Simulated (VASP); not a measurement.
# Sc2Cd (Fd-3m) in VASP: relaxation of cell and atoms with PBE

Aim: the relaxation of cell and atoms of Sc2Cd with PBE.

Program: VASP 6.6.1. These are calculated values, not measurements. Logs are shortened: lines on timing, memory, paths and dates and some standing lists are left out, and cuts for length are marked.

## 1. The cell of the first run

The structure is cubic, space group Fd-3m (No. 227). The conventional cell has a = 8.347 Å, b = 8.347 Å, c = 8.347 Å, α = 90.00°, β = 90.00°, γ = 90.00°. Sc (site symmetry -3m) has 6 Sc at 2.95 Å and 6 Cd at 3.46 Å within 3.9 Å. Cd (site symmetry -43m) has 12 Sc at 3.46 Å and 4 Cd at 3.61 Å within 4.5 Å.

## 2. Relaxation of cell and atoms, PBE

Input file INCAR:

```
  PREC = Accurate
  ENCUT = 600
  EDIFF = 1E-7
  ISMEAR = 0
  SIGMA = 0.1
  LREAL = False
  LASPH = True
  NELM = 80
  ALGO = Fast
  ISIF = 3
  LWAVE = False
  LCHARG = False
  GGA = PE
  IBRION = 2
  NSW = 100
  EDIFFG = -0.01
```

Input file KPOINTS:

```
Automatic mesh
0
Gamma
  8 8 8
```

Input file POSCAR:

```
Sc2Cd
1.0
    0.0000000000      4.1734548415      4.1734548415
    4.1734548415      0.0000000000      4.1734548415
    4.1734548415      4.1734548415      0.0000000000
Sc Cd
4 2
Direct
    0.1250000000      0.1250000000      0.1250000000
    0.6250000000      0.1250000000      0.1250000000
    0.1250000000      0.1250000000      0.6250000000
    0.1250000000      0.6250000000      0.1250000000
    0.5000000000      0.5000000000      0.5000000000
    0.7500000000      0.7500000000      0.7500000000
```

Potentials or basis: VASP PAW PBE potentials, release 64 (Sc_sv, Cd).

On the command line:

```bash
$ cat potpaw_PBE.64/Sc_sv/POTCAR potpaw_PBE.64/Cd/POTCAR > POTCAR
$ mpirun -np 1 vasp_std > vasp.out
```

OUTCAR:

```text
PREC = Accurate
   ENCUT = 600
   EDIFF = 1E-7
   ISMEAR = 0
   LREAL = False
   LASPH = True
   NELM = 80
   ISIF = 3
   GGA = PE
   IBRION = 2
   NSW = 100
   EDIFFG = -0.01

 ion  position               nearest neighbor table
   1  0.125  0.125  0.125-   2 2.95   3 2.95   4 2.95   3 2.95   4 2.95   2 2.95   6 3.46   5 3.46
                             6 3.46   5 3.46   6 3.46   5 3.46
   2  0.625  0.125  0.125-   1 2.95   3 2.95   4 2.95   1 2.95   3 2.95   4 2.95   5 3.46   6 3.46
                             5 3.46   5 3.46   6 3.46   6 3.46
   3  0.125  0.125  0.625-   1 2.95   1 2.95   2 2.95   4 2.95   4 2.95   2 2.95   6 3.46   5 3.46
                             6 3.46   5 3.46   6 3.46   5 3.46
   4  0.125  0.625  0.125-   1 2.95   3 2.95   1 2.95   2 2.95   3 2.95   2 2.95   5 3.46   6 3.46
                             5 3.46   6 3.46   6 3.46   5 3.46
   5  0.500  0.500  0.500-   1 3.46   3 3.46   4 3.46   1 3.46   2 3.46   3 3.46   1 3.46   2 3.46
                             4 3.46   2 3.46   3 3.46   4 3.46   6 3.61   6 3.61   6 3.61   6 3.61
   6  0.750  0.750  0.750-   2 3.46   3 3.46   4 3.46   1 3.46   2 3.46   4 3.46   1 3.46   2 3.46
                             3 3.46   1 3.46   3 3.46   4 3.46   5 3.61   5 3.61   5 3.61   5 3.61

  LATTYP: Found a face centered cubic cell.
 ALAT       =     8.3469096830

  Lattice vectors:

 A1 = (   0.0000000000,   4.1734548415,   4.1734548415)
 A2 = (   4.1734548415,   0.0000000000,   4.1734548415)
 A3 = (   4.1734548415,   4.1734548415,   0.0000000000)

Analysis of symmetry for initial positions (statically):
=====================================================================
 Subroutine PRICEL returns:
 Original cell was already a primitive cell.

 Routine SETGRP: Setting up the symmetry group for a
 face centered cubic supercell.

 Subroutine GETGRP returns: Found 48 space group operations
 (whereof 24 operations were pure point group operations)
 out of a pool of 48 trial point group operations.

The static configuration has the point symmetry T_d .
 The point group associated with its full space group is O_h .

Analysis of symmetry for dynamics (positions and initial velocities):
=====================================================================
 Subroutine PRICEL returns:
 Original cell was already a primitive cell.

 Routine SETGRP: Setting up the symmetry group for a
 face centered cubic supercell.

 Subroutine GETGRP returns: Found 48 space group operations
 (whereof 24 operations were pure point group operations)
 out of a pool of 48 trial point group operations.

The dynamic configuration has the point symmetry T_d .
 The point group associated with its full space group is O_h .

 Subroutine INISYM returns: Found 48 space group operations
 (whereof 24 operations are pure point group operations),
 and found     1 'primitive' translations

----------------------------------------------------------------------------------------

                                     Primitive cell

  volume of cell :     145.3842

  direct lattice vectors                    reciprocal lattice vectors
     0.000000000  4.173454841  4.173454841    -0.119804819  0.119804819  0.119804819
     4.173454841  0.000000000  4.173454841     0.119804819 -0.119804819  0.119804819
     4.173454841  4.173454841  0.000000000     0.119804819  0.119804819 -0.119804819

  length of vectors
     5.902156439  5.902156439  5.902156439     0.207508033  0.207508033  0.207508033

  position of ions in fractional coordinates (direct lattice)
     0.125000000  0.125000000  0.125000000
     0.625000000  0.125000000  0.125000000
     0.125000000  0.125000000  0.625000000
     0.125000000  0.625000000  0.125000000
     0.500000000  0.500000000  0.500000000
     0.750000000  0.750000000  0.750000000
[... 94 lines left out ...]
   EMIN   =  10.00;   EMAX   =-10.00  energy-range for DOS
   EFERMI =   0.00;   METHOD = LEGACY
   ISMEAR =     0;   SIGMA  =   0.10  broadening in eV -4-tet -1-fermi 0-gaus
   EFERMI_NEDOS =   21; number of points for ismear=-14 and -15
   IALGO  =     68    algorithm
   IMIX   =      4    mixing-type and parameters
     AMIX     =   0.40;   BMIX     =  1.00
     AMIX_MAG =   1.60;   BMIX_MAG =  1.00
  volume/ion in A,a.u.               =      24.23       163.52
  Fermi-wavevector in a.u.,A,eV,Ry     =   1.270785  2.401435 21.971974  1.614895
  Thomas-Fermi vector in A             =   2.403754
   LORBIT       =      0    0 simple, 1 ext, 2 COOP (PROOUT), +10 PAW based schemes
   GGA     = PE    functional components
   LHFCALC =     F    Hartree Fock is set to
   AEXX    =    0.0000 exact exchange contribution
   IVDW    =     0    specifies the selected vdW correction
   LEPSILON=     F    determine dielectric tensor
   LRPA    =     F    only Hartree local field effects (RPA)
 conjugate gradient relaxation of ions
 non-spin polarized calculation
 RMM-DIIS sequential band-by-band and
 Gauss-broadening in eV      SIGMA  =   0.10
  energy-cutoff  :      600.00
  volume of cell :      145.38
 maximum number of plane-waves:      4909
   NGX = 23   NGY = 23   NGZ = 23

--------------------------------------- Ionic step        1  -------------------------------------------

 number of electron      68.0000000 magnetization

 Free energy of the ion-electron system (eV)
  ---------------------------------------------------
  ext. energy  EPLUGINS =         0.00000000
  ---------------------------------------------------
  free energy    TOTEN  =       -25.38537358 eV

  energy without entropy =      -25.35585910  energy(sigma->0) =      -25.37061634

------------------------ aborting loop because EDIFF is reached ----------------------------------------

  FORCE on cell =-STRESS in cart. coord.  units (eV):
  Direction    XX          YY          ZZ          XY          YZ          ZX
  --------------------------------------------------------------------------------------
  -------------------------------------------------------------------------------------
  Total       -0.1625945     -0.1625945     -0.1625945      0.0000000      0.0000000     -0.0000000
  in kB       -1.7918406     -1.7918406     -1.7918406      0.0000000      0.0000000     -0.0000000
  external PRESSURE =      -1.7918406 kB  Pullay stress =       0.0000000 kB

 VOLUME and BASIS-vectors are now :
 -----------------------------------------------------------------------------
  energy-cutoff  :      600.00
  volume of cell :      145.38
      direct lattice vectors                 reciprocal lattice vectors
     0.000000000  4.173454841  4.173454841    -0.119804819  0.119804819  0.119804819
     4.173454841  0.000000000  4.173454841     0.119804819 -0.119804819  0.119804819
     4.173454841  4.173454841  0.000000000     0.119804819  0.119804819 -0.119804819

 POSITION                                       TOTAL-FORCE (eV/Angst)
 -----------------------------------------------------------------------------------
      1.04336      1.04336      1.04336         0.000000     -0.000000      0.000000
      1.04336      3.13009      3.13009         0.000000     -0.000000      0.000000
      3.13009      3.13009      1.04336         0.000000     -0.000000      0.000000
      3.13009      1.04336      3.13009         0.000000     -0.000000      0.000000
      4.17345      4.17345      4.17345         0.000000      0.000000      0.000000
      6.26018      6.26018      6.26018        -0.000000     -0.000000     -0.000000
 -----------------------------------------------------------------------------------
    total drift:                                0.000000      0.000000      0.000000

  FREE ENERGIE OF THE ION-ELECTRON SYSTEM (eV)
  ---------------------------------------------------
  free  energy   TOTEN  =       -25.3853735752 eV

  energy  without entropy=      -25.3558590955  energy(sigma->0) =      -25.37061634

--------------------------------------- Ionic step        2  -------------------------------------------

 number of electron      67.9999999 magnetization

 Free energy of the ion-electron system (eV)
  ---------------------------------------------------
  ext. energy  EPLUGINS =         0.00000000
  ---------------------------------------------------
  free energy    TOTEN  =       -25.38571781 eV

  energy without entropy =      -25.35646052  energy(sigma->0) =      -25.37108916

 E-fermi :   3.2982     XC(G=0): -10.0757

 val. band max:        3.2967974700   @ k =   0.5000   0.3750   0.0000
 cond. band min:       3.2998793299   @ k =   0.2500   0.2500   0.0000
 fundamental gap:      0.0030818599
 Fermi energy:         3.2981760898

 k-point     1 :       0.0000    0.0000    0.0000
  band No.  band energies     occupation
      1     -46.2647      2.00000
      2     -46.1323      2.00000
      3     -46.1323      2.00000
      4     -46.1323      2.00000
      5     -25.3144      2.00000
      6     -25.0778      2.00000
[... 1021 lines left out ...]
     39       4.2653      0.00000
     40       4.5936      0.00000

 [... further k-points ...]

------------------------ aborting loop because EDIFF is reached ----------------------------------------

  FORCE on cell =-STRESS in cart. coord.  units (eV):
  Direction    XX          YY          ZZ          XY          YZ          ZX
  --------------------------------------------------------------------------------------
  -------------------------------------------------------------------------------------
  Total       -0.0145967     -0.0145967     -0.0145967      0.0000000     -0.0000000     -0.0000000
  in kB       -0.1614930     -0.1614930     -0.1614930      0.0000000     -0.0000000     -0.0000000
  external PRESSURE =      -0.1614930 kB  Pullay stress =       0.0000000 kB

 VOLUME and BASIS-vectors are now :
 -----------------------------------------------------------------------------
  energy-cutoff  :      600.00
  volume of cell :      144.81
      direct lattice vectors                 reciprocal lattice vectors
     0.000000000  4.167998751  4.167998751    -0.119961648  0.119961648  0.119961648
     4.167998751  0.000000000  4.167998751     0.119961648 -0.119961648  0.119961648
     4.167998751  4.167998751 -0.000000000     0.119961648  0.119961648 -0.119961648

 POSITION                                       TOTAL-FORCE (eV/Angst)
 -----------------------------------------------------------------------------------
      1.04200      1.04200      1.04200        -0.000000     -0.000000     -0.000000
      1.04200      3.12600      3.12600        -0.000000     -0.000000     -0.000000
      3.12600      3.12600      1.04200        -0.000000     -0.000000     -0.000000
      3.12600      1.04200      3.12600        -0.000000     -0.000000     -0.000000
      4.16800      4.16800      4.16800         0.000000      0.000000      0.000000
      6.25200      6.25200      6.25200        -0.000000     -0.000000     -0.000000
 -----------------------------------------------------------------------------------
    total drift:                                0.000000      0.000000      0.000000

  FREE ENERGIE OF THE ION-ELECTRON SYSTEM (eV)
  ---------------------------------------------------
  free  energy   TOTEN  =       -25.3857178065 eV

  energy  without entropy=      -25.3564605159  energy(sigma->0) =      -25.37108916

 reached required accuracy - stopping structural energy minimisation
```

Run time: 5.6 min. Hardware: 1 thread of Intel Xeon 6975P-C (Granite Rapids), shared host; peak memory 0.45 GiB.

Results:

- Free energy: -25.3857 eV
- Relaxed volume: 24.14 Å³/atom
- Relaxed cell: a = 5.894 Å, b = 5.894 Å, c = 5.894 Å, α = 60.00°, β = 60.00°, γ = 60.00°
- Space group after relaxing (to 0.1 Å): Fd-3m (No. 227)
- Energy gained by relaxing: 0.1 meV/atom
- Ionic steps: 2
- Pressure after relaxing: 0.0 GPa
- Band gap on the k mesh: zero (bands 34 and 35 overlap by 0.43 eV)

The path:
| step | energy change (eV) | largest force (eV/Å) | pressure (GPa) | volume (Å³) |
| --- | --- | --- | --- | --- |
| 1 | 0.0000 | 0.0000 | -0.18 | 145.38 |
| 2 | -0.0003 | 0.0000 | -0.02 | 144.81 |

Final structure:
```yaml
crystal:
  lattice:
    - [0.00000, 4.16800, 4.16800]
    - [4.16800, 0.00000, 4.16800]
    - [4.16800, 4.16800, 0.00000]
  atoms:
    - { symbol: Sc, position: [0.12500, 0.12500, 0.12500] }
    - { symbol: Sc, position: [0.62500, 0.12500, 0.12500] }
    - { symbol: Sc, position: [0.12500, 0.12500, 0.62500] }
    - { symbol: Sc, position: [0.12500, 0.62500, 0.12500] }
    - { symbol: Cd, position: [0.50000, 0.50000, 0.50000] }
    - { symbol: Cd, position: [0.75000, 0.75000, 0.75000] }
```
